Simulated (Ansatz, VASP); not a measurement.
One calculation of MnS, two programs

File INCAR:

```
SYSTEM = MnS
PREC = Accurate
ENCUT = 520
EDIFF = 1E-6
ISMEAR = 0
SIGMA = 0.05
LREAL = .False.
LASPH = .True.
NELM = 60
ALGO = Normal
ISIF = 2
LWAVE = .False.
LCHARG = .True.
GGA = PE
LELF = .True.
LVHAR = .True.
NBANDS = 16
```

KPOINTS

```
Automatic mesh
0
Gamma
  10 10 10
  0 0 0
```

POSCAR

```
MnS
1.0
    0.0000000000      2.8223248450      2.8223248450
    2.8223248450      0.0000000000      2.8223248450
    2.8223248450      2.8223248450      0.0000000000
Mn S
1 1
Direct
    0.0000000000      0.0000000000      0.0000000000
    0.2500000000      0.2500000000      0.2500000000
```

Input for Ansatz:

```yaml
crystal:
  lattice:
    - [0.0, 2.822324845, 2.822324845]
    - [2.822324845, 0.0, 2.822324845]
    - [2.822324845, 2.822324845, 0.0]
  atoms:
    - { symbol: Mn, position: [0.0, 0.0, 0.0] }
    - { symbol: S, position: [0.25, 0.25, 0.25] }
basis:
  ecutwfc: 420
  ecutrho_ratio: 4
kpoints:
  mp_grid: { grid: [10, 10, 10] }
hamiltonian:
  xc: pbe
scf:
  occupations: { method: gaussian, width: 0.05 }
output:
  forces: true
  stress: true
  eigenvalues: true
```

Alike in both runs: task single point; functional PBE; k mesh 10 × 10 × 10; occupations gaussian, width 0.05 eV; no spin polarisation.

|  | VASP | Ansatz |
| --- | --- | --- |
| version | VASP 6.6.1 | Ansatz 0.2.0 |
| potentials or method | VASP PAW PBE potentials, release 64 (Mn_pv, S), cutoff 520 eV | scalar-relativistic, plane waves, PAW |
| valence electrons in the cell | 19 | 21 |

VASP gave:

| Property | Result |
| --- | --- |
| gap on the k mesh at the Fermi level (eV) | none |
| pressure (GPa) | -21.1 |

Q: Which values does Ansatz return?

A: gap on the k mesh at the Fermi level (eV): none; pressure (GPa): -21.3.

A gap of «none» marks a metal or a gap that the smearing closes. The functional is the same, so the differences come from potentials, cutoffs and numerics. VASP's potentials hold 19 valence electrons a cell and Ansatz's 21, so a difference there can come from the potentials and not from the codes.
